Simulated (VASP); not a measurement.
# CdF2 (Fm-3m) in VASP: a series of runs, part 2 of 2

VASP 6.6.1. The steps go on from the part before.

### Step 4. Electric field gradients, LDA (13.03 Å³/atom)

This run uses another cell than the first one, of 13.03 Å³/atom.

Input file INCAR:

```
SYSTEM = CdF2
PREC = Accurate
ENCUT = 520
EDIFF = 1E-8
ISMEAR = -1
SIGMA = 0.03
LREAL = .FALSE.
LASPH = .TRUE.
NELM = 120
ALGO = Normal
ISIF = 2
LWAVE = .FALSE.
LCHARG = .FALSE.
LEFG = .TRUE.
NBANDS = 24
GGA_COMPAT = .FALSE.
```

Input file KPOINTS:

```
regular mesh
0
G
  9 9 9
  0 0 0
```

Input file POSCAR:

```
CdF2
1.0
    0.0000000000      2.6940000000      2.6940000000
    2.6940000000      0.0000000000      2.6940000000
    2.6940000000      2.6940000000      0.0000000000
Cd F
1 2
Direct
    0.0000000000      0.0000000000      0.0000000000
    0.2500000000      0.2500000000      0.2500000000
    0.7500000000      0.7500000000      0.7500000000
```

Potentials or basis: VASP PAW LDA potentials, release 64 (Cd_sv_GW, F).

Launch:

```console
$ cat potpaw_LDA.64/Cd_sv_GW/POTCAR potpaw_LDA.64/F/POTCAR > POTCAR
$ mpirun -np 1 vasp_std > vasp.out
```

OUTCAR:

```text
SYSTEM = CdF2
   PREC = Accurate
   ENCUT = 520
   EDIFF = 1E-8
   ISMEAR = -1
   LREAL = .FALSE.
   LASPH = .TRUE.
   NELM = 120
   ISIF = 2

 ion  position               nearest neighbor table
   1  0.000  0.000  0.000-
   2  0.250  0.250  0.250-
   3  0.750  0.750  0.750-

  LATTYP: Found a face centered cubic cell.
 ALAT       =     5.3880000000

  Lattice vectors:

 A1 = (   0.0000000000,   2.6940000000,   2.6940000000)
 A2 = (   2.6940000000,   0.0000000000,   2.6940000000)
 A3 = (   2.6940000000,   2.6940000000,   0.0000000000)

Analysis of symmetry for initial positions (statically):
=====================================================================
 Subroutine PRICEL returns:
 Original cell was already a primitive cell.

 Routine SETGRP: Setting up the symmetry group for a
 face centered cubic supercell.

 Subroutine GETGRP returns: Found 48 space group operations
 (whereof 48 operations were pure point group operations)
 out of a pool of 48 trial point group operations.

The static configuration has the point symmetry O_h .

Analysis of symmetry for dynamics (positions and initial velocities):
=====================================================================
 Subroutine PRICEL returns:
 Original cell was already a primitive cell.

 Routine SETGRP: Setting up the symmetry group for a
 face centered cubic supercell.

 Subroutine GETGRP returns: Found 48 space group operations
 (whereof 48 operations were pure point group operations)
[... 161 lines left out ...]
      2     -58.9287      2.00000
      3     -58.9287      2.00000
      4     -58.9287      2.00000
      5     -20.2043      2.00000
      6     -19.0285      2.00000
[... 637 lines left out ...]
     23      19.5119      0.00000
     24      20.7080      0.00000

 [... further k-points ...]

------------------------ aborting loop because EDIFF is reached ----------------------------------------

  FORCE on cell =-STRESS in cart. coord.  units (eV):
  Direction    XX          YY          ZZ          XY          YZ          ZX
  --------------------------------------------------------------------------------------
  -------------------------------------------------------------------------------------
  Total       -1.7761507     -1.7761507     -1.7761507      0.0000000      0.0000000      0.0000000
  in kB      -72.7725568    -72.7725568    -72.7725568      0.0000000      0.0000000      0.0000000
  external PRESSURE =     -72.7725568 kB  Pullay stress =       0.0000000 kB

 VOLUME and BASIS-vectors are now :
 -----------------------------------------------------------------------------
  energy-cutoff  :      520.00
  volume of cell :       39.10
      direct lattice vectors                 reciprocal lattice vectors
     0.000000000  2.694000000  2.694000000    -0.185597624  0.185597624  0.185597624
     2.694000000  0.000000000  2.694000000     0.185597624 -0.185597624  0.185597624
     2.694000000  2.694000000  0.000000000     0.185597624  0.185597624 -0.185597624

 POSITION                                       TOTAL-FORCE (eV/Angst)
 -----------------------------------------------------------------------------------
      0.00000      0.00000      0.00000         0.000000     -0.000000     -0.000000
      1.34700      1.34700      1.34700        -0.000000     -0.000000     -0.000000
      4.04100      4.04100      4.04100         0.000000      0.000000      0.000000
 -----------------------------------------------------------------------------------
    total drift:                                0.000000      0.000000      0.000000

  FREE ENERGIE OF THE ION-ELECTRON SYSTEM (eV)
  ---------------------------------------------------
  free  energy   TOTEN  =       -12.7810526629 eV

  energy  without entropy=      -12.7810526629  energy(sigma->0) =      -12.78105266

 Electric field gradients (V/A^2)
---------------------------------------------------------------------
 ion       V_xx      V_yy      V_zz      V_xy      V_xz      V_yz
---------------------------------------------------------------------
   1       0.000     0.000    -0.000    -0.004    -0.004    -0.004
   2      -0.000    -0.000    -0.000     0.008     0.008     0.008
   3      -0.000    -0.000    -0.000     0.008     0.008     0.008
---------------------------------------------------------------------

 Electric field gradients after diagonalization (V/A^2)
 (convention: |V_zz| > |V_xx| > |V_yy|)
----------------------------------------------------------------------
 ion       V_xx      V_yy      V_zz     asymmetry (V_yy - V_xx)/ V_zz
----------------------------------------------------------------------
   1       0.004     0.004    -0.008       0.000
   2      -0.008    -0.008     0.017       0.000
   3      -0.008    -0.008     0.017       0.000
----------------------------------------------------------------------

           NMR quadrupolar parameters

 Cq : quadrupolar parameter    Cq=e*Q*V_zz/h
 eta: asymmetry parameters     (V_yy - V_xx)/ V_zz
 Q  : nuclear electric quadrupole moment in mb (millibarn)
----------------------------------------------------------------------
 ion       Cq(MHz)       eta       Q (mb)
----------------------------------------------------------------------
   1      -0.000       0.000       1.000
   2       0.000       0.000       1.000
   3       0.000       0.000       1.000
----------------------------------------------------------------------
```

OSZICAR:

```text
N       E                     dE             d eps       ncg     rms          rms(c)
DAV:   1     0.561262601732E+03    0.56126E+03   -0.19537E+04  1744   0.193E+03
DAV:   2     0.368901296161E+02   -0.52437E+03   -0.47652E+03  1688   0.644E+02
DAV:   3    -0.127444402748E+02   -0.49635E+02   -0.49109E+02  2552   0.216E+02
DAV:   4    -0.142808465505E+02   -0.15364E+01   -0.15361E+01  1896   0.402E+01
DAV:   5    -0.143372295522E+02   -0.56383E-01   -0.56379E-01  2536   0.789E+00    0.128E+01
DAV:   6    -0.128346298060E+02    0.15026E+01   -0.34827E+00  2504   0.462E+01    0.109E+01
DAV:   7    -0.128136145854E+02    0.21015E-01   -0.40938E-01  1920   0.665E+00    0.719E+00
DAV:   8    -0.127902324458E+02    0.23382E-01   -0.15483E-01  2184   0.554E+00    0.131E+00
DAV:   9    -0.127810420859E+02    0.91904E-02   -0.30044E-02  2376   0.375E+00    0.114E-01
DAV:  10    -0.127810521124E+02   -0.10027E-04   -0.15909E-03  2176   0.458E-01    0.133E-01
DAV:  11    -0.127810525241E+02   -0.41169E-06   -0.63531E-05  2712   0.220E-01    0.513E-02
DAV:  12    -0.127810524223E+02    0.10183E-06   -0.71766E-06  2264   0.358E-02    0.427E-03
DAV:  13    -0.127810526755E+02   -0.25326E-06   -0.65154E-07  2056   0.762E-03    0.171E-03
DAV:  14    -0.127810526640E+02    0.11584E-07   -0.33591E-08  1848   0.481E-03    0.470E-04
DAV:  15    -0.127810526629E+02    0.10268E-08   -0.12213E-08  1512   0.108E-03
   1 F= -.12781053E+02 E0= -.12781053E+02  d E =-.107197E-13
```

It took 49 s on 1 thread of Intel Xeon Platinum 8259CL at 2.50GHz (Skylake/Cascade Lake), shared host; peak memory 0.16 GiB.

What came out:

| Property | Result |
| --- | --- |
| Free energy | -12.7811 eV |
| Pressure | -7.3 GPa |
| Band gap on the k mesh | 2.84 eV (least direct gap 3.29 eV) |
| Largest electric field gradient by atom | under 0.05 V/Å² on every atom |

Caveat: the cell stands under tension; an odd mesh through Γ misses points on the zone boundary, where band edges can lie.
